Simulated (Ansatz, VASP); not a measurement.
WS2 in VASP and in Ansatz

Contents of INCAR:

```
SYSTEM = WS2
PREC = Accurate ; ENCUT = 520
EDIFF = 1E-7 ; ISMEAR = 0
SIGMA = 0.05 ; LREAL = .False.
LASPH = .True. ; NELM = 60
ALGO = Normal ; ISIF = 2
LWAVE = .False. ; LCHARG = .False.
GGA = PS ; IVDW = 12
NBANDS = 20
```

File KPOINTS:

```
regular mesh
0
Gamma
  12 12 12
  0 0 0
```

The input POSCAR:

```
WS2
1.0
    1.5790003843      0.9116362969      6.1633300000
   -1.5790003843      0.9116362969      6.1633300000
    0.0000000000     -1.8232725938      6.1633300000
W S
1 2
Direct
    0.0081124976      0.0081124976      0.0081124976
    0.7503000000      0.7503000000      0.7503000000
    0.5810000000      0.5810000000      0.5810000000
```

Input for Ansatz:

```yaml
crystal:
  lattice:
    - [1.5790003843, 0.9116362969, 6.16333]
    - [-1.5790003843, 0.9116362969, 6.16333]
    - [0.0, -1.8232725938, 6.16333]
  atoms:
    - { symbol: W, position: [0.0081124976, 0.0081124976, 0.0081124976] }
    - { symbol: S, position: [0.7503, 0.7503, 0.7503] }
    - { symbol: S, position: [0.581, 0.581, 0.581] }
basis:
  ecutwfc: 420
kpoints:
  mp_grid: { grid: [12, 12, 12] }
hamiltonian:
  xc: pbesol
  dispersion: d3bj
scf:
  occupations: { method: gaussian, width: 0.05 }
output:
  forces: true
  stress: true
  eigenvalues: true
```

Alike in both runs: task single point; functional PBEsol; dispersion D3(BJ); k mesh 12 × 12 × 12; occupations gaussian, width 0.05 eV; no spin polarisation.

|  | VASP | Ansatz |
| --- | --- | --- |
| version | VASP 6.6.1 | Ansatz 0.2.0 |
| potentials or method | VASP PAW PBE potentials, release 64 (W_sv, S), cutoff 520 eV | scalar-relativistic, plane waves, PAW |
| valence electrons in the cell | 26 | 26 |

|  | VASP | Ansatz | Ansatz less VASP |
| --- | --- | --- | --- |
| gap on the k mesh at the Fermi level (eV) | 0.51 | 0.49 | -0.018 |
| least direct gap on the mesh (eV) | 1.62 | 1.60 | -0.016 |
| pressure (GPa) | -1.3 | -1.5 | -0.12 |
| traceless stress, the component that is largest in VASP (GPa) | -0.46 | -0.49 | -0.032 |
| rms of the force components (eV/Å) | 2.208 | 2.199 | -0.0093 |

VASP's potentials were made for PBE, not for PBEsol. Atom by atom the forces differ by 0.013 eV/Å (rms over components).

Spin-orbit coupling is off throughout.
